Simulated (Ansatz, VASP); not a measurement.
InP3 in VASP and in Ansatz

```
CELL_PARAMETERS angstrom
3.74150 2.16016 3.21764
-3.74150 2.16016 3.21764
0.00000 -4.32031 3.21764
ATOMIC_POSITIONS crystal
In 0.27025 0.27025 0.27025
In 0.72975 0.72975 0.72975
P 0.79829 0.24470 0.79829
P 0.79829 0.79829 0.24470
P 0.24470 0.79829 0.79829
P 0.20171 0.75530 0.20171
P 0.75530 0.20171 0.20171
P 0.20171 0.20171 0.75530
```

Change from the starting cell: strain -0.0450 x Voigt [0, 0, 1, 0, 0, 0], atoms carried along.

Alike in both runs: task single point; functional r2SCAN; k mesh 6 × 6 × 6; occupations gaussian, width 0.15 eV; no spin polarisation.

|  | VASP | Ansatz |
| --- | --- | --- |
| version | VASP 6.6.1 | Ansatz 0.2.0 |
| potentials or method | VASP PAW PBE potentials, release 64 (In_d, P), cutoff 520 eV | scalar-relativistic, plane waves, PAW |
| valence electrons in the cell | 56 | 56 |

|  | VASP | Ansatz | Ansatz less VASP |
| --- | --- | --- | --- |
| gap on the k mesh at the Fermi level (eV) | none | none | - |
| pressure (GPa) | 2.8 | 3.2 | +0.40 |
| traceless stress, the component that is largest in VASP (GPa) | 1.97 | 1.83 | -0.141 |
| rms of the force components (eV/Å) | 0.156 | 0.202 | +0.0459 |

VASP's potentials were made for PBE, not for r2SCAN. Atom by atom the forces differ by 0.052 eV/Å (rms over components). A gap of «none» marks a metal or a gap that the smearing closes.
